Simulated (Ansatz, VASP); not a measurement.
## Two plane-wave programs on Y

```xyz
2
Lattice="3.6667 0.0000 0.0000 -1.8333 3.1755 0.0000 0.0000 0.0000 5.6667" Properties=species:S:1:pos:R:3 pbc="T T T"
Y     0.0000    2.1170    4.2500
Y     1.8333    1.0585    1.4167
```

Alike in both runs: functional PBE; k mesh 6 × 6 × 4; occupations gaussian, width 0.05 eV; no spin polarisation.

Ansatz relaxed the structure, and its values are those at the end. VASP's run is a single point on that final structure, the one shown.

|  | VASP | Ansatz |
| --- | --- | --- |
| version | VASP 6.6.1 | Ansatz 0.2.0 |
| potentials or method | VASP PAW PBE potentials, release 64 (Y_sv), cutoff 500 eV | scalar-relativistic, plane waves, PAW |
| valence electrons in the cell | 22 | 22 |

|  | VASP | Ansatz | Ansatz less VASP |
| --- | --- | --- | --- |
| gap on the k mesh at the Fermi level (eV) | none | none | - |
| pressure (GPa) | -0.1 | 0.0 | +0.11 |

A gap of «none» marks a metal or a gap that the smearing closes.
